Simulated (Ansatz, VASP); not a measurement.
One calculation of ZnS, two programs

File POSCAR:

```
ZnS
1.0
    0.0000000000      2.7046500000      2.7046500000
    2.7046500000      0.0000000000      2.7046500000
    2.7046500000      2.7046500000      0.0000000000
Zn S
1 1
Direct
   -0.0266832247     -0.0266832247     -0.0266832247
    0.7500000000      0.7500000000      0.7500000000
```

INCAR.step1

```
PREC = Accurate
ENCUT = 520
ISMEAR = 0
SIGMA = 0.05
LREAL = F
LASPH = T
NELM = 80
NBANDS = 16
GGA = PE
ALGO = Normal
EDIFF = 1E-4
LWAVE = T
LCHARG = F
```

File INCAR.step2:

```
PREC = Accurate
ENCUT = 520
EDIFF = 1E-7
ISMEAR = 0
SIGMA = 0.05
LREAL = F
LASPH = T
NELM = 80
ALGO = Normal
ISIF = 2
LWAVE = F
LCHARG = F
METAGGA = R2SCAN
LMIXTAU = T
NBANDS = 16
ISTART = 1
```

Contents of KPOINTS:

```
regular mesh
0
Gamma
  8 8 8
```

Input for Ansatz:

```yaml
crystal:
  lattice:
    - [0.0, 2.70465, 2.70465]
    - [2.70465, 0.0, 2.70465]
    - [2.70465, 2.70465, 0.0]
  atoms:
    - { symbol: Zn, position: [-0.0266832247, -0.0266832247, -0.0266832247] }
    - { symbol: S, position: [0.75, 0.75, 0.75] }
basis:
  ecutwfc: 500
kpoints:
  mp_grid: { grid: [8, 8, 8] }
hamiltonian:
  xc: r2scan
scf:
  occupations: { method: gaussian, width: 0.05 }
output:
  forces: true
  stress: true
  eigenvalues: true
```

Change from the starting cell: all Zn atoms moved +0.250 Å, as atom 1 towards its neighbour atom 2 (S) at 2.342 Å.

Alike in both runs: task single point; functional r2SCAN; k mesh 8 × 8 × 8; occupations gaussian, width 0.05 eV; no spin polarisation.

|  | VASP | Ansatz |
| --- | --- | --- |
| version | VASP 6.6.1 | Ansatz 0.2.0 |
| potentials or method | VASP PAW PBE potentials, release 64 (Zn, S), cutoff 520 eV | scalar-relativistic, plane waves, PAW |
| valence electrons in the cell | 18 | 18 |

Ansatz gave:

| Property | Result |
| --- | --- |
| gap on the k mesh at the Fermi level (eV) | 2.56 |
| least direct gap on the mesh (eV) | 2.56 |
| pressure (GPa) | 2.1 |
| traceless stress, the component that is largest in VASP (GPa) | 5.56 |
| rms of the force components (eV/Å) | 1.465 |

Q: What did VASP give for the same quantities?

A: gap on the k mesh at the Fermi level (eV): 2.57; least direct gap on the mesh (eV): 2.57; pressure (GPa): 2.2; traceless stress, the component that is largest in VASP (GPa): 5.63; rms of the force components (eV/Å): 1.482.

VASP's potentials were made for PBE, not for r2SCAN. Atom by atom the forces differ by 0.017 eV/Å (rms over components).
